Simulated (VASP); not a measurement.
# TiC (rocksalt type) (Fm-3m) in VASP: a series of runs

Runs on TiC (rocksalt type). Level: PBE. Tasks: single point, relaxation of cell and atoms.

All numbers are computed with VASP 6.6.1; they aren't measurements. Logs are shortened: lines on timing, memory, paths and dates and some standing lists are left out, and cuts for length are marked.

## 1. The cell of the first run

The structure is cubic, space group Fm-3m (No. 225). The conventional cell has a = 4.120 Å, b = 4.120 Å, c = 4.120 Å, α = 90.00°, β = 90.00°, γ = 90.00°. Ti (site symmetry m-3m) has 6 C at 2.06 Å within 2.7 Å. Within 2.7 Å of C (site symmetry m-3m) lie 6 Ti at 2.06 Å.

## 2. Single point, PBE

Contents of INCAR:

```
PREC = Accurate
ENCUT = 520
EDIFF = 1E-7
ISMEAR = -1
SIGMA = 0.08
LREAL = False
LASPH = True
NELM = 60
ALGO = Normal
ISIF = 2
LWAVE = False
LCHARG = True
GGA = PE
LELF = True
LVHAR = True
NBANDS = 15
```

Contents of KPOINTS:

```
regular mesh
0
Gamma
  16 16 16
```

Contents of POSCAR:

```
TiC
1.0
    0.0000000000      2.0602480327      2.0602480327
    2.0602480327      0.0000000000      2.0602480327
    2.0602480327      2.0602480327      0.0000000000
Ti C
1 1
Direct
    0.0000000000      0.0000000000      0.0000000000
    0.5000000000      0.5000000000      0.5000000000
```

Potentials or basis: VASP PAW PBE potentials, release 64 (Ti_sv, C).

On the command line:

```
> cat potpaw_PBE.64/Ti_sv/POTCAR potpaw_PBE.64/C/POTCAR > POTCAR
> mpirun -np 1 vasp_std > vasp.out
```

OUTCAR:

```text
PREC = Accurate
   ENCUT = 520
   EDIFF = 1E-7
   ISMEAR = -1
   LREAL = False
   LASPH = True
   NELM = 60
   ISIF = 2
   GGA = PE

 ion  position               nearest neighbor table
   1  0.000  0.000  0.000-   2 2.06   2 2.06   2 2.06   2 2.06   2 2.06   2 2.06
   2  0.500  0.500  0.500-   1 2.06   1 2.06   1 2.06   1 2.06   1 2.06   1 2.06

  LATTYP: Found a face centered cubic cell.
 ALAT       =     4.1204960654

  Lattice vectors:

 A1 = (   0.0000000000,   2.0602480327,   2.0602480327)
 A2 = (   2.0602480327,   0.0000000000,   2.0602480327)
 A3 = (   2.0602480327,   2.0602480327,   0.0000000000)

Analysis of symmetry for initial positions (statically):
=====================================================================
 Subroutine PRICEL returns:
 Original cell was already a primitive cell.

 Routine SETGRP: Setting up the symmetry group for a
 face centered cubic supercell.

 Subroutine GETGRP returns: Found 48 space group operations
 (whereof 48 operations were pure point group operations)
 out of a pool of 48 trial point group operations.

The static configuration has the point symmetry O_h .

Analysis of symmetry for dynamics (positions and initial velocities):
=====================================================================
 Subroutine PRICEL returns:
 Original cell was already a primitive cell.

 Routine SETGRP: Setting up the symmetry group for a
 face centered cubic supercell.

 Subroutine GETGRP returns: Found 48 space group operations
 (whereof 48 operations were pure point group operations)
 out of a pool of 48 trial point group operations.

The dynamic configuration has the point symmetry O_h .

 Subroutine INISYM returns: Found 48 space group operations
 (whereof 48 operations are pure point group operations),
 and found     1 'primitive' translations

----------------------------------------------------------------------------------------

                                     Primitive cell

  volume of cell :      17.4899

  direct lattice vectors                    reciprocal lattice vectors
     0.000000000  2.060248033  2.060248033    -0.242689226  0.242689226  0.242689226
     2.060248033  0.000000000  2.060248033     0.242689226 -0.242689226  0.242689226
     2.060248033  2.060248033  0.000000000     0.242689226  0.242689226 -0.242689226

  length of vectors
     2.913630710  2.913630710  2.913630710     0.420350070  0.420350070  0.420350070

  position of ions in fractional coordinates (direct lattice)
[... 88 lines left out ...]
   TEBEG  =    0.0;   TEEND  =   0.0 temperature during run
   PSTRESS=    0.0 pullay stress
   NELECT =      16.0000    total number of electrons
   NUPDOWN=      -1.0000    fix difference up-down
   EMIN   =  10.00;   EMAX   =-10.00  energy-range for DOS
   EFERMI =   0.00;   METHOD = LEGACY
   ISMEAR =    -1;   SIGMA  =   0.08  broadening in eV -4-tet -1-fermi 0-gaus
   EFERMI_NEDOS =   21; number of points for ismear=-14 and -15
   IALGO  =     38    algorithm
   IMIX   =      4    mixing-type and parameters
     AMIX     =   0.40;   BMIX     =  1.00
     AMIX_MAG =   1.60;   BMIX_MAG =  1.00
  volume/ion in A,a.u.               =       8.74        59.01
  Fermi-wavevector in a.u.,A,eV,Ry     =   1.589225  3.003199 34.363354  2.525635
  Thomas-Fermi vector in A             =   2.688107
   LORBIT       =      0    0 simple, 1 ext, 2 COOP (PROOUT), +10 PAW based schemes
   GGA     = PE    functional components
   LHFCALC =     F    Hartree Fock is set to
   AEXX    =    0.0000 exact exchange contribution
   IVDW    =     0    specifies the selected vdW correction
   LEPSILON=     F    determine dielectric tensor
   LRPA    =     F    only Hartree local field effects (RPA)
 non-spin polarized calculation
  energy-cutoff  :      520.00
  volume of cell :       17.49
 maximum number of plane-waves:       495
 NGX is ok and might be reduce to    24
   NGX = 11   NGY = 11   NGZ = 11

 number of electron      16.0000002 magnetization

 Free energy of the ion-electron system (eV)
  ---------------------------------------------------
  ext. energy  EPLUGINS =         0.00000000
  ---------------------------------------------------
  free energy    TOTEN  =       -18.30798999 eV

  energy without entropy =      -18.30203153  energy(sigma->0) =      -18.30501076

 E-fermi :  11.2766     XC(G=0): -13.4925

 val. band max:       11.2364745260   @ k =   0.3750   0.3125   0.0000
 cond. band min:      11.3050015491   @ k =   0.4375   0.4375   0.0000
 fundamental gap:      0.0685270231
 Fermi energy:        11.2765946572

 k-point     1 :       0.0000    0.0000    0.0000
  band No.  band energies     occupation
      1     -44.8905      2.00000
      2     -20.8044      2.00000
      3     -20.8044      2.00000
      4     -20.8044      2.00000
      5      -1.8091      2.00000
      6      12.0008      0.00023
      7      12.0008      0.00023
      8      12.0008      0.00023
      9      13.1479      0.00000
     10      13.1479      0.00000
     11      13.1479      0.00000
     12      13.3130      0.00000
     13      13.3130      0.00000
     14      24.0956      0.00000
[... 401 lines left out ...]
      2     -20.8864      2.00000
      3     -20.8264      2.00000
      4     -20.8056      2.00000
      5      -1.5256      2.00000
      6      10.9915      1.94489
      7      11.1633      1.60929
      8      11.1947      1.47134
      9      12.1366      0.00004
     10      12.8677      0.00000
     11      13.8449      0.00000
     12      14.6052      0.00000
     13      15.5856      0.00000
     14      24.4651      0.00000
     15      26.1635      0.00000

 [... further k-points ...]

------------------------ aborting loop because EDIFF is reached ----------------------------------------

  FORCE on cell =-STRESS in cart. coord.  units (eV):
  Direction    XX          YY          ZZ          XY          YZ          ZX
  --------------------------------------------------------------------------------------
  -------------------------------------------------------------------------------------
  Total        5.5713939      5.5713939      5.5713939     -0.0000000     -0.0000000      0.0000000
  in kB      510.3709227    510.3709227    510.3709227     -0.0000000     -0.0000000      0.0000000
  external PRESSURE =     510.3709227 kB  Pullay stress =       0.0000000 kB

 VOLUME and BASIS-vectors are now :
 -----------------------------------------------------------------------------
  energy-cutoff  :      520.00
  volume of cell :       17.49
      direct lattice vectors                 reciprocal lattice vectors
     0.000000000  2.060248033  2.060248033    -0.242689226  0.242689226  0.242689226
     2.060248033  0.000000000  2.060248033     0.242689226 -0.242689226  0.242689226
     2.060248033  2.060248033  0.000000000     0.242689226  0.242689226 -0.242689226

 POSITION                                       TOTAL-FORCE (eV/Angst)
 -----------------------------------------------------------------------------------
      0.00000      0.00000      0.00000        -0.000000      0.000000      0.000000
      2.06025      2.06025      2.06025         0.000000      0.000000      0.000000
 -----------------------------------------------------------------------------------
    total drift:                                0.000000     -0.000000     -0.000000

  FREE ENERGIE OF THE ION-ELECTRON SYSTEM (eV)
  ---------------------------------------------------
  free  energy   TOTEN  =       -18.3079899914 eV

  energy  without entropy=      -18.3020315295  energy(sigma->0) =      -18.30501076
```

OSZICAR:

```text
N       E                     dE             d eps       ncg     rms          rms(c)
DAV:   1     0.117073430576E+03    0.11707E+03   -0.79514E+03  4358   0.132E+03
DAV:   2    -0.165428672659E+02   -0.13362E+03   -0.12453E+03  4665   0.338E+02
DAV:   3    -0.232681476068E+02   -0.67253E+01   -0.66249E+01  5384   0.755E+01
DAV:   4    -0.234786208062E+02   -0.21047E+00   -0.21028E+00  5586   0.121E+01
DAV:   5    -0.234835695628E+02   -0.49488E-02   -0.49482E-02  5406   0.162E+00    0.221E+01
DAV:   6    -0.185995759458E+02    0.48840E+01   -0.10380E+01  6235   0.571E+01    0.658E+00
DAV:   7    -0.182977693546E+02    0.30181E+00   -0.14642E+00  4983   0.176E+01    0.630E+00
DAV:   8    -0.183032604230E+02   -0.54911E-02   -0.13320E-01  5353   0.508E+00    0.128E+00
DAV:   9    -0.183101464396E+02   -0.68860E-02   -0.29669E-02  5962   0.151E+00    0.936E-01
DAV:  10    -0.183084051116E+02    0.17413E-02   -0.38068E-03  5270   0.943E-01    0.469E-01
DAV:  11    -0.183080037615E+02    0.40135E-03   -0.80928E-04  5342   0.430E-01    0.269E-02
DAV:  12    -0.183079896833E+02    0.14078E-04   -0.74330E-05  4798   0.129E-01    0.123E-02
DAV:  13    -0.183079900752E+02   -0.39187E-06   -0.44798E-06  4938   0.236E-02    0.117E-02
DAV:  14    -0.183079899624E+02    0.11281E-06   -0.18053E-06  5057   0.199E-02    0.423E-03
DAV:  15    -0.183079899914E+02   -0.28996E-07   -0.72825E-08  3058   0.355E-03
   1 F= -.18307990E+02 E0= -.18305011E+02  d E =-.595846E-02
```

stdout:

```text
POSCAR found type information on POSCAR TiC
 POSCAR found :  2 types and       2 ions
 scaLAPACK will be used
 LDA part: xc-table for (Slater+PW92), standard interpolation
 POSCAR, INCAR and KPOINTS ok, starting setup
 FFT: planning ... GRIDC
 FFT: planning ... GRID_SOFT
 FFT: planning ... GRID
 WAVECAR not read
 entering main loop
```

It took 16 s on 1 thread of Intel Xeon 6975P-C (Granite Rapids), shared host; peak memory 0.17 GiB.

Results:

```yaml
Free_energy: -18.3080 eV
Pressure: 51.0 GPa
Band_gap_on_the_k_mesh: zero (band 8 reaches 12.00 eV, above the bottom of band 9 at 10.84 eV)
```

## 3. Relaxation of cell and atoms, PBE, target pressure 51 GPa, at which the enthalpy is minimised

Contents of INCAR:

```
SYSTEM = TiC
PREC     = Accurate       ! precision mode
ENCUT    = 600            ! plane-wave cutoff, eV
EDIFF    = 1E-6           ! SCF threshold, eV
ISMEAR   = -1             ! smearing method
SIGMA    = 0.08           ! smearing width, eV
LREAL    = .FALSE.        ! projectors in reciprocal space
LASPH    = .TRUE.         ! aspherical terms in the spheres
NELM     = 60             ! most SCF steps
ALGO     = Normal         ! electronic algorithm
ISIF     = 3              ! what is computed and relaxed
LWAVE    = .FALSE.        ! write WAVECAR
LCHARG   = .FALSE.        ! write CHGCAR
GGA      = PE             ! functional
IBRION   = 2              ! ionic algorithm
NSW      = 60             ! ionic steps
EDIFFG   = -0.005         ! ionic threshold
PSTRESS  = 510.0
```

Contents of KPOINTS:

```
regular mesh
0
G
  16 16 16
  0 0 0
```

Contents of POSCAR:

```
TiC
1.0
    0.0000000000      2.0601670859      2.0601670859
    2.0601670859      0.0000000000      2.0601670859
    2.0601670859      2.0601670859      0.0000000000
Ti C
1 1
Direct
    0.0000000000      0.0000000000      0.0000000000
    0.5000000000      0.5000000000      0.5000000000
```

Potentials or basis: VASP PAW PBE potentials, release 64 (Ti_sv, C).

On the command line:

```
> cat potpaw_PBE.64/Ti_sv/POTCAR potpaw_PBE.64/C/POTCAR > POTCAR
> mpirun -np 1 vasp_std > vasp.out
```

Wall time 11 s (1 thread of Intel Xeon 6975P-C (Granite Rapids), shared host); peak memory 0.17 GiB.

Results (log left out):

```yaml
Free_energy: -18.3077 eV
Pressure_after_relaxing: 51.0 GPa
Band_gap_on_the_k_mesh: zero (band 8 reaches 12.00 eV, above the bottom of band 9 at 10.84 eV)
```

Final structure:
```cif
data_structure
_symmetry_space_group_name_H-M 'P 1'
_symmetry_Int_Tables_number 1
_cell_length_a 2.9135
_cell_length_b 2.9135
_cell_length_c 2.9135
_cell_angle_alpha 60.000
_cell_angle_beta 60.000
_cell_angle_gamma 60.000
_cell_volume 17.49
loop_
_atom_site_label
_atom_site_type_symbol
_atom_site_fract_x
_atom_site_fract_y
_atom_site_fract_z
_atom_site_occupancy
Ti1 Ti 0.00000 0.00000 0.00000 1
C1 C 0.50000 0.50000 0.50000 1
```

Levels at points of the mesh, in eV from the Fermi level:
```tsv
k point	band 5	band 6	band 7	band 8	band 9	band 10	band 11	band 12
(0.00, 0.00, 0.00)	-13.09	0.72	0.72	0.72	1.87	1.87	1.87	2.04
(0.50, 0.00, 0.00)	-8.81	-6.56	-3.42	-3.42	3.54	3.54	5.02	9.08
(0.50, 0.50, 0.00)	-10.75	-3.47	-2.12	0.12	0.12	3.29	4.30	4.30
```

Caveat: the relaxation stopped at its first step, so nothing moved; the cell is relaxed towards a set pressure, so the enthalpy falls and the energy may rise.

## 4. Relaxation of cell and atoms, PBE, target pressure 51 GPa, at which the enthalpy is minimised

Contents of INCAR:

```
SYSTEM = TiC
PREC = Accurate
ENCUT = 600
EDIFF = 1E-6
ISMEAR = -1
SIGMA = 0.08
LREAL = .False.
LASPH = .True.
NELM = 80
ALGO = Normal
ISIF = 3
LWAVE = .False.
LCHARG = .False.
GGA = PE
IBRION = 2
NSW = 32
EDIFFG = -0.005
PSTRESS = 510.0
```

Contents of KPOINTS:

```
Automatic mesh
0
Gamma
  16 16 16
  0 0 0
```

Contents of POSCAR:

```
TiC
1.0
    0.0000000000      2.0602480327      2.0602480327
    2.0602480327      0.0000000000      2.0602480327
    2.0602480327      2.0602480327      0.0000000000
Ti C
1 1
Direct
    0.0000000000      0.0000000000      0.0000000000
    0.5000000000      0.5000000000      0.5000000000
```

On the command line:

```
> cat potpaw_PBE.64/Ti_sv/POTCAR potpaw_PBE.64/C/POTCAR > POTCAR
> mpirun -np 1 vasp_std > vasp.out
```

Wall time 12 s (1 thread of Intel Xeon 6975P-C (Granite Rapids), shared host); peak memory 0.16 GiB.

Results (log left out):

```
Free energy             : -18.3084 eV
Pressure after relaxing : 50.9 GPa
Band gap on the k mesh  : zero (band 8 reaches 12.00 eV, above the bottom of band 9 at 10.84 eV)
```

Final structure:
```yaml
crystal:
  lattice:
    - [0.00000, 2.06025, 2.06025]
    - [2.06025, 0.00000, 2.06025]
    - [2.06025, 2.06025, 0.00000]
  atoms:
    - { symbol: Ti, position: [0.00000, 0.00000, 0.00000] }
    - { symbol: C, position: [0.50000, 0.50000, 0.50000] }
```

Levels at points of the mesh, in eV from the Fermi level:
```tsv
k point	band 5	band 6	band 7	band 8	band 9	band 10	band 11	band 12
(0.00, 0.00, 0.00)	-13.09	0.72	0.72	0.72	1.87	1.87	1.87	2.04
(0.50, 0.00, 0.00)	-8.81	-6.56	-3.42	-3.42	3.54	3.54	5.02	9.08
(0.50, 0.50, 0.00)	-10.75	-3.47	-2.12	0.12	0.12	3.29	4.30	4.30
```

Caveat: the relaxation stopped at its first step, so nothing moved; the cell is relaxed towards a set pressure, so the enthalpy falls and the energy may rise.
